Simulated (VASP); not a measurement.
Runs of VASP 6.6.1 on TaN. The structure is that of space group R-3m (No. 166), or close to it. The cells are those of the table. 

| cell | gap on the mesh (eV) | pressure (GPa) |
| --- | --- | --- |
| a = 3.181 Å, angles 56.0°, 2 atoms | none | (c) |
| a = 3.296 Å, angles 52.2°, 2 atoms | none | 17.5 |
| a = 2.880 Å, angles 68.1°, 2 atoms | none | (a) |
| a = 3.035 Å, angles 64.0°, 2 atoms | none | 1.4 |
| a = 3.250 Å, angles 52.2°, 2 atoms | none | 36.0 |
| a = 3.000 Å, angles 68.1°, 2 atoms | none | -9.9 |
| a = 2.994 Å, angles 64.0°, 2 atoms | none | (b) |
| a = 3.341 Å, angles 52.2°, 2 atoms | none | 2.6 |

Alike in all rows: task single point; level PBE; potentials or basis VASP PAW PBE potentials, release 64 (Ta_pv, N); no spin polarisation; k mesh 20 × 20 × 20; cutoff (eV) 520; smearing gaussian 0.15 eV.

Q: Fill in the values left out.

A: (a) 34.9; (b) 16.2; (c) 16.4.

Caveats: spin-orbit coupling is left out, which moves the levels of the heavy elements.

A k mesh can miss the band edges, and the runs leave out spin-orbit coupling on Ta.

A gap of «none» marks levels without a gap at the run's occupations.
